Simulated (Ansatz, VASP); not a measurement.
# SnTe: VASP beside Ansatz

POSCAR

```
SnTe
1.0
    3.8249898787      0.0000000000      0.0000000000
    0.0000000000      3.8249898787      0.0000000000
    0.0000000000      0.0000000000      3.8249898787
Te Sn
1 1
Direct
    0.5000000000      0.5000000000      0.5000000000
    0.0000000000      0.0000000000      0.0000000000
```

File INCAR.step1:

```
PREC     = Accurate       # precision mode
ENCUT    = 520            # plane-wave cutoff, eV
EDIFF    = 1E-5           # SCF threshold, eV
ISMEAR   = -1             # smearing method
SIGMA    = 0.05           # smearing width, eV
LREAL    = F              # projectors in reciprocal space
LASPH    = T              # aspherical terms in the spheres
NELM     = 100            # most SCF steps
ALGO     = Normal         # electronic algorithm
ISIF     = 2              # what is computed and relaxed
LWAVE    = T              # write WAVECAR
LCHARG   = F              # write CHGCAR
NBANDS   = 17             # bands
GGA      = PE             # functional
```

File INCAR.step2:

```
PREC     = Accurate       # precision mode
ENCUT    = 520            # plane-wave cutoff, eV
EDIFF    = 1E-6           # SCF threshold, eV
ISMEAR   = -1             # smearing method
SIGMA    = 0.05           # smearing width, eV
LREAL    = F              # projectors in reciprocal space
LASPH    = T              # aspherical terms in the spheres
NELM     = 100            # most SCF steps
ALGO     = Normal         # electronic algorithm
ISIF     = 2              # what is computed and relaxed
LWAVE    = F              # write WAVECAR
LCHARG   = F              # write CHGCAR
GGA      = PE             # functional
LHFCALC  = T              # exact exchange
HFSCREEN = 0.2079         # screening, 1/A
PRECFOCK = Normal       
NBANDS   = 17             # bands
ISTART   = 1
```

The input KPOINTS:

```
regular mesh
0
Gamma
  4 4 4
```

input

```
crystal:
  lattice:
    - [3.8249898787, 0.0, 0.0]
    - [0.0, 3.8249898787, 0.0]
    - [0.0, 0.0, 3.8249898787]
  atoms:
    - { symbol: Te, position: [0.5, 0.5, 0.5] }
    - { symbol: Sn, position: [0.0, 0.0, 0.0] }
hamiltonian:
  xc: hse06
  pseudopotentials: { kind: paw }
kpoints:
  mp_grid: { grid: [4, 4, 4] }
scf:
  occupations: { method: fermi_dirac, width: 0.05 }
output:
  forces: true
  stress: true
  eigenvalues: true
```

Alike in both runs: task single point; functional HSE06; k mesh 4 × 4 × 4; occupations fermi-dirac, width 0.05 eV; no spin polarisation.

|  | VASP | Ansatz |
| --- | --- | --- |
| version | VASP 6.6.1 | Ansatz 0.2.0 |
| potentials or method | VASP PAW PBE potentials, release 64 (Te, Sn_d) | Ansatz PAW |
| plane-wave cutoff (eV) | 520 | 420 |
| valence electrons in the cell | 20 | 30 |

|  | VASP | Ansatz | Ansatz less VASP |
| --- | --- | --- | --- |
| gap on the k mesh at the Fermi level (eV) | none | none | - |
| pressure (GPa) | 1.4 | 1.6 | +0.16 |

A gap of «none» marks a metal or a gap that the smearing closes. The functional is the same, so the differences come from potentials, cutoffs and numerics. VASP's potentials hold 20 valence electrons a cell and Ansatz's 30, so a difference there can come from the potentials and not from the codes.

The k mesh is coarse, so the values compare programs but aren't converged. Neither program's run includes spin-orbit coupling.
